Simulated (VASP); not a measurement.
## Sn: single point with BLYP

The system is Sn.

```
Sn
1.0
    -2.94014    2.94014    1.59930
     2.94014   -2.94014    1.59930
     2.94014    2.94014   -1.59930
Sn
2
Direct
  0.00000 0.00000 0.00000
  0.75000 0.25000 0.50000
```

| Quantity | Value |
| --- | --- |
| Program | VASP 6.6.1 |
| Task | single point |
| Functional | BLYP |
| Potentials or basis | VASP PAW PBE potentials, release 64 (Sn_d) |
| Cutoff | 520 eV |
| k mesh | 5 × 5 × 5 |
| Occupations | fermi-dirac, width 0.05 eV |
| Spin | no spin polarisation |
| Dipole correction | no |
| Further INCAR settings | ALGO = Normal; EDIFF = 1e-06; NBANDS = 21 |

| Item | Value |
| --- | --- |
| Pressure | 6.1 GPa |
| Band gap on the k mesh | zero (band 14 reaches 9.57 eV, above the bottom of band 15 at 7.14 eV) |

Stress tensor (GPa, compression positive):
```
8.15 0.00 0.00
0.00 8.15 0.00
0.00 0.00 2.15
```

Levels at points of the mesh, in eV from the Fermi level:
```csv
k point,band 11,band 12,band 13,band 14,band 15,band 16,band 17,band 18
"(0.00, 0.00, 0.00)",-10.91,-3.80,-1.84,-1.84,3.49,6.09,6.09,6.67
```

Run time: 33 s on 1 thread of Intel(R) Xeon(R) Platinum 8259CL CPU @ 2.50GHz (Skylake/Cascade Lake) (shared host), peak memory 0.2 GiB.

Caveat: the k points lie up to 0.45 Å⁻¹ apart; the PAW data sets were made with another functional, which shifts forces and pressure a little; spin-orbit coupling is left out, which moves the levels of the heavy elements.
